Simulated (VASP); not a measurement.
Cr, 7 atoms in the cell. It takes space group P-3m1 (No. 164, trigonal). The conventional cell has a = 2.457 Å, b = 2.457 Å, c = 15.383 Å, α = 90.00°, β = 90.00°, γ = 120.00°. Within 3.2 Å of Cr (site symmetry 3m) lie 12 Cr at 2.46 to 2.62 Å. Within 3.2 Å of Cr (site symmetry 3m) lie 12 Cr at 2.46 to 2.62 Å. Within 3.2 Å of Cr (site symmetry 3m) lie 12 Cr at 2.46 to 2.62 Å. Within 3.2 Å of Cr (site symmetry -3m) lie 12 Cr at 2.46 to 2.62 Å. 

* Program: VASP 6.6.1
* Task: relaxation of cell and atoms
* Functional: PBEsol
* Potentials or basis: VASP PAW PBE potentials, release 64 (Cr_pv)
* Cutoff: 600 eV
* k mesh: 21 × 21 × 3
* Occupations: gaussian, width 0.1 eV
* Spin: no spin polarisation
* Dipole correction: no
* Further INCAR settings: ALGO = Fast; EDIFF = 1e-07; IBRION = 2; EDIFFG = -0.01; NSW = 65; ISIF = 3

Potentials or basis: VASP PAW PBE potentials, release 64 (Cr_pv).

Launch:

```sh
$ cat potpaw_PBE.64/Cr_pv/POTCAR > POTCAR
$ mpirun -np 1 vasp_std > vasp.out
```

Hardware: 1 thread of Oxide Virtual Turin-like Processor, on a shared host.

Q: Estimate the wall time of this run.

A: Wall time 100 min on 1 thread of Oxide Virtual Turin-like Processor, on a shared host, peak memory 0.52 GiB. Counts: scf iterations 112, k points 133, ion steps 8.
